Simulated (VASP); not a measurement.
# TiRu2 (P6/mmm) in VASP: a series of runs, part 2 of 2

VASP 6.6.1.

**3. Relaxation of cell and atoms, PBE**

This run uses another cell than the first one, of 12.65 Å³/atom.

INCAR reads:

```
ALGO     = Normal         # electronic algorithm
EDIFF    = 1E-6           # SCF threshold, eV
EDIFFG   = -0.04          # ionic threshold
ENCUT    = 600            # plane-wave cutoff, eV
GGA      = PE             # functional
IBRION   = 2              # ionic algorithm
ISIF     = 3              # what is computed and relaxed
ISMEAR   = 0              # smearing method
LASPH    = T              # aspherical terms in the spheres
LCHARG   = F              # write CHGCAR
LREAL    = F              # projectors in reciprocal space
LWAVE    = F              # write WAVECAR
NELM     = 60             # most SCF steps
NSW      = 90             # ionic steps
PREC     = Accurate       # precision mode
SIGMA    = 0.1            # smearing width, eV
```

KPOINTS reads:

```
k-points
0
Gamma
  6 6 6
```

POSCAR reads:

```
TiRu2
1.0
    3.4363098721      0.0000000000      0.0000000000
   -1.7181549360      2.9759316445      0.0000000000
    0.0000000000      0.0000000000      3.7103013569
Ti Ru
1 2
Direct
    0.0000000000      0.0000000000      0.0000000000
    0.3333333333      0.6666666667      0.5000000000
    0.6666666667      0.3333333333      0.5000000000
```

Potentials or basis: VASP PAW PBE potentials, release 64 (Ti_sv, Ru_pv).

On the command line:

```sh
> cat potpaw_PBE.64/Ti_sv/POTCAR potpaw_PBE.64/Ru_pv/POTCAR > POTCAR
> mpirun -np 1 vasp_std > vasp.out
```

OUTCAR:

```text
EDIFF = 1E-6
   EDIFFG = -0.04
   ENCUT = 600
   GGA = PE
   IBRION = 2
   ISIF = 3
   ISMEAR = 0
   LASPH = T
   LREAL = F
   NELM = 60
   NSW = 90
   PREC = Accurate

 ion  position               nearest neighbor table
   1  0.000  0.000  0.000-   2 2.72   3 2.72   2 2.72   3 2.72   2 2.72   2 2.72   3 2.72   3 2.72
                             3 2.72   3 2.72   2 2.72   2 2.72
   2  0.333  0.667  0.500-   3 1.98   3 1.98   3 1.98   1 2.72   1 2.72   1 2.72   1 2.72   1 2.72
                             1 2.72
   3  0.667  0.333  0.500-   2 1.98   2 1.98   2 1.98   1 2.72   1 2.72   1 2.72   1 2.72   1 2.72
                             1 2.72

  LATTYP: Found a hexagonal cell.
 ALAT       =     3.4363098721
 C/A-ratio  =     1.0797342193

  Lattice vectors:

 A1 = (   3.4363098721,   0.0000000000,   0.0000000000)
 A2 = (  -1.7181549360,   2.9759316445,   0.0000000000)
 A3 = (   0.0000000000,   0.0000000000,   3.7103013569)

Analysis of symmetry for initial positions (statically):
=====================================================================
 Subroutine PRICEL returns:
 Original cell was already a primitive cell.

 Routine SETGRP: Setting up the symmetry group for a
 hexagonal supercell.

 Subroutine GETGRP returns: Found 24 space group operations
[... 164 lines left out ...]
  ---------------------------------------------------
  ext. energy  EPLUGINS =         0.00000000
  ---------------------------------------------------
  free energy    TOTEN  =       -18.05255835 eV

  energy without entropy =      -18.03073422  energy(sigma->0) =      -18.04164629

------------------------ aborting loop because EDIFF is reached ----------------------------------------

  FORCE on cell =-STRESS in cart. coord.  units (eV):
  Direction    XX          YY          ZZ          XY          YZ          ZX
  --------------------------------------------------------------------------------------
  -------------------------------------------------------------------------------------
  Total       50.0820681     50.0820681      9.3351834      0.0000000      0.0000000     -0.0000000
  in kB     2114.7955126   2114.7955126    394.1930650      0.0000000      0.0000000     -0.0000000
  external PRESSURE =    1541.2613634 kB  Pullay stress =       0.0000000 kB
[... 1407 lines left out ...]
     23      10.7952      0.00000
     24      10.9065      0.00000

 [... further k-points ...]

[... ionic steps 4 to 14 ...]

--------------------------------------- Ionic step       15  -------------------------------------------

 number of electron      40.0000001 magnetization

------------------------ aborting loop because EDIFF is reached ----------------------------------------
[... 69 lines left out ...]
--------------------------------------- Ionic step       17  -------------------------------------------

 number of electron      40.0000002 magnetization

 Free energy of the ion-electron system (eV)
  ---------------------------------------------------
  ext. energy  EPLUGINS =         0.00000000
  ---------------------------------------------------
  free energy    TOTEN  =       -26.64253196 eV

  energy without entropy =      -26.62881792  energy(sigma->0) =      -26.63567494

 E-fermi :  10.8508     XC(G=0): -13.0508

 val. band max:       10.8463496695   @ k =   0.3333   0.1667   0.0000
 cond. band min:      10.8611674320   @ k =   0.1667   0.1667   0.1667
 fundamental gap:      0.0148177624
 Fermi energy:        10.8508497029
[... 678 lines left out ...]
  FREE ENERGIE OF THE ION-ELECTRON SYSTEM (eV)
  ---------------------------------------------------
  free  energy   TOTEN  =       -26.6425319582 eV

  energy  without entropy=      -26.6288179221  energy(sigma->0) =      -26.63567494

 reached required accuracy - stopping structural energy minimisation
```

CONTCAR:

```text
TiRu2
   1.00000000000000
     4.2830870835236290    0.0000000000159139   -0.0000000000000000
    -2.1415435416857118    3.7092622209196007   -0.0000000000000000
    -0.0000000000000000    0.0000000000000000    2.8249284454821417
  Ti              Ru
     1     2
Direct
     0.0000000000000000    0.0000000000000000    0.0000000000000000
     0.3333333332999970    0.6666666667000030    0.5000000000000000
     0.6666666667000030    0.3333333332999970    0.5000000000000000

  0.00000000E+00  0.00000000E+00  0.00000000E+00
  0.00000000E+00  0.00000000E+00  0.00000000E+00
  0.00000000E+00  0.00000000E+00  0.00000000E+00
```

Run time: 9.5 min. Hardware: 1 thread of Intel Xeon Platinum 8259CL at 2.50GHz (Skylake/Cascade Lake), shared host; peak memory 0.19 GiB.

What came out:

| Quantity | Value |
| --- | --- |
| Free energy | -26.6425 eV |
| Relaxed volume | 14.96 Å³/atom |
| Relaxed cell | a = 4.283 Å, b = 4.283 Å, c = 2.825 Å, α = 90.00°, β = 90.00°, γ = 120.00° |
| Space group after relaxing (to 0.1 Å) | P6/mmm (No. 191) |
| Pressure after relaxing | 0.0 GPa |
| Band gap on the k mesh | zero (bands 20 and 21 overlap by 1.22 eV) |

Final structure:
```cif
data_structure
_symmetry_space_group_name_H-M 'P 1'
_symmetry_Int_Tables_number 1
_cell_length_a 4.2831
_cell_length_b 4.2831
_cell_length_c 2.8249
_cell_angle_alpha 90.000
_cell_angle_beta 90.000
_cell_angle_gamma 120.000
_cell_volume 44.88
loop_
_atom_site_label
_atom_site_type_symbol
_atom_site_fract_x
_atom_site_fract_y
_atom_site_fract_z
_atom_site_occupancy
Ti1 Ti 0.00000 0.00000 0.00000 1
Ru1 Ru 0.33333 0.66667 0.50000 1
Ru2 Ru 0.66667 0.33333 0.50000 1
```

Caveat: the volume moved by over 15 % at a fixed basis, so the end points are rough; the highest band is partly filled, so the run has too few bands.

**4. Single point, PBE**

This run uses another cell than the first one, of 14.92 Å³/atom.

INCAR reads:

```
SYSTEM = TiRu2
PREC = Accurate ; ENCUT = 520
EDIFF = 1E-6 ; ISMEAR = 0
SIGMA = 0.1 ; LREAL = .FALSE.
LASPH = .TRUE. ; NELM = 60
ALGO = Fast ; ISIF = 2
LWAVE = .FALSE. ; LCHARG = .TRUE.
GGA = PE ; LELF = .TRUE.
LVHAR = .TRUE. ; NBANDS = 27
```

KPOINTS reads:

```
Automatic mesh
0
G
  12 12 16
  0 0 0
```

POSCAR reads:

```
TiRu2
1.0
    4.3126635236      0.0000000000      0.0000000000
   -2.1563317618      3.7348761694      0.0000000000
    0.0000000000      0.0000000000      2.7787545973
Ti Ru
1 2
Direct
    0.0000000000      0.0000000000      0.0000000000
    0.3333333333      0.6666666667      0.5000000000
    0.6666666667      0.3333333333      0.5000000000
```

On the command line:

```sh
> cat potpaw_PBE.64/Ti_sv/POTCAR potpaw_PBE.64/Ru_pv/POTCAR > POTCAR
> mpirun -np 1 vasp_std > vasp.out
```

Wall time 5.5 min (1 thread of Intel Xeon Platinum 8259CL at 2.50GHz (Skylake/Cascade Lake), shared host); peak memory 0.3 GiB.

Results (log left out):

```yaml
Free_energy: -26.6644 eV
Pressure: -0.5 GPa
Band_gap_on_the_k_mesh: zero (bands 20 and 21 overlap by 1.41 eV)
```

Stress tensor (GPa, compression positive):
```
-0.42  0.00  0.00
 0.00 -0.42  0.00
 0.00  0.00 -0.59
```

Levels at points of the mesh, in eV from the Fermi level:
| k point | band 18 | band 19 | band 20 | band 21 | band 22 | band 23 |
| --- | --- | --- | --- | --- | --- | --- |
| (0.00, 0.00, 0.00) | -1.17 | -1.17 | -0.13 | 0.06 | 0.06 | 0.09 |
| (0.50, 0.00, 0.00) | -1.09 | -0.93 | 0.00 | 0.00 | 1.03 | 1.61 |
| (0.00, 0.00, 0.50) | -1.73 | -1.34 | -1.34 | 2.38 | 2.74 | 2.74 |
| (0.50, 0.00, 0.50) | -0.34 | -0.09 | 0.52 | 0.57 | 0.64 | 2.35 |

**5. Relaxation of cell and atoms, PBE**

INCAR reads:

```
PREC     = Accurate       # precision mode
ENCUT    = 600            # plane-wave cutoff, eV
EDIFF    = 1E-6           # SCF threshold, eV
ISMEAR   = 0              # smearing method
SIGMA    = 0.1            # smearing width, eV
LREAL    = F              # projectors in reciprocal space
LASPH    = T              # aspherical terms in the spheres
NELM     = 80             # most SCF steps
ALGO     = Fast           # electronic algorithm
ISIF     = 3              # what is computed and relaxed
LWAVE    = F              # write WAVECAR
LCHARG   = F              # write CHGCAR
GGA      = PE             # functional
IBRION   = 2              # ionic algorithm
NSW      = 100            # ionic steps
EDIFFG   = -0.01          # ionic threshold
```

KPOINTS reads:

```
regular mesh
0
Gamma
  12 12 16
```

POSCAR reads:

```
TiRu2
1.0
    4.2873298152      0.0000000000      0.0000000000
   -2.1436649076      3.7129365343      0.0000000000
    0.0000000000      0.0000000000      2.8240079073
Ti Ru
1 2
Direct
    0.0000000000      0.0000000000      0.0000000000
    0.3333333333      0.6666666667      0.5000000000
    0.6666666667      0.3333333333      0.5000000000
```

On the command line:

```sh
> cat potpaw_PBE.64/Ti_sv/POTCAR potpaw_PBE.64/Ru_pv/POTCAR > POTCAR
> mpirun -np 1 vasp_std > vasp.out
```

It took 22 min on 1 thread of Intel Xeon Platinum 8259CL at 2.50GHz (Skylake/Cascade Lake), shared host; peak memory 0.36 GiB.

Results (log left out):

| Property | Result |
| --- | --- |
| Free energy | -26.6643 eV |
| Relaxed volume | 14.91 Å³/atom |
| Relaxed cell | a = 4.313 Å, b = 4.313 Å, c = 2.777 Å, α = 90.00°, β = 90.00°, γ = 120.00° |
| Space group after relaxing (to 0.1 Å) | P6/mmm (No. 191) |
| Energy gained by relaxing | 1.7 meV/atom |
| Ionic steps | 6 |
| Pressure after relaxing | 0.0 GPa |
| Band gap on the k mesh | zero (bands 20 and 21 overlap by 1.42 eV) |

Stress tensor (GPa, compression positive):
```
 0.06  0.00  0.00
 0.00  0.06  0.00
 0.00  0.00 -0.02
```

The path:
```
step  energy change (eV)  largest force (eV/Å)  pressure (GPa)  volume (Å³)
   1              0.0000                0.0000           -0.06        44.95
   2             -0.0038                0.0000           -0.36        44.92
   3             -0.0048                0.0000           -0.55        44.89
   4             -0.0049                0.0000           -0.63        44.88
   5             -0.0037                0.0000            1.58        44.42
   6             -0.0052                0.0000            0.03        44.73
```

Final structure:
```
Ti Ru
1.0
     4.31277    0.00000    0.00000
    -2.15639    3.73497    0.00000
     0.00000    0.00000    2.77710
Ti Ru
1 2
Direct
  0.00000 0.00000 0.00000
  0.33333 0.66667 0.50000
  0.66667 0.33333 0.50000
```

Levels at points of the mesh, in eV from the Fermi level:
| k point | band 18 | band 19 | band 20 | band 21 | band 22 | band 23 |
| --- | --- | --- | --- | --- | --- | --- |
| (0.00, 0.00, 0.00) | -1.17 | -1.17 | -0.13 | 0.06 | 0.06 | 0.09 |
| (0.50, 0.00, 0.00) | -1.09 | -0.93 | 0.00 | 0.00 | 1.03 | 1.61 |
| (0.00, 0.00, 0.50) | -1.73 | -1.34 | -1.34 | 2.38 | 2.74 | 2.74 |
| (0.50, 0.00, 0.50) | -0.34 | -0.09 | 0.52 | 0.57 | 0.63 | 2.35 |

Caveat: the highest band is partly filled, so the run has too few bands.

**6. The runs side by side**

```tsv
task	cell	k mesh	cutoff (eV)	gap on the mesh (eV)	pressure (GPa)	relaxed volume (Å³/atom)
single point	a = 4.287, b = 4.287, c = 2.824 Å, angles 90.0, 90.0, 120.0°, 3 atoms	6 × 6 × 6	520	none	-0.1	-
relaxation of cell and atoms	relaxed from a = 3.436, b = 3.436, c = 3.710 Å, angles 90.0, 90.0, 120.0°, 3 atoms	6 × 6 × 6	600	none	0.0	14.96
single point	a = 4.313, b = 4.313, c = 2.779 Å, angles 90.0, 90.0, 120.0°, 3 atoms	12 × 12 × 16	520	none	-0.5	-
relaxation of cell and atoms	relaxed from a = 4.287, b = 4.287, c = 2.824 Å, angles 90.0, 90.0, 120.0°, 3 atoms	12 × 12 × 16	600	none	0.0	14.91
```

Alike in all rows: level PBE; potentials or basis VASP PAW PBE potentials, release 64 (Ti_sv, Ru_pv); no spin polarisation; smearing gaussian 0.1 eV.

Caveats: some runs use coarse meshes; the highest band is partly filled, so the run has too few bands (at least some runs); the volume moved by over 15 % at a fixed basis, so the end points are rough (at least some runs).

Absolute energies hang on the potentials; compare differences alone.
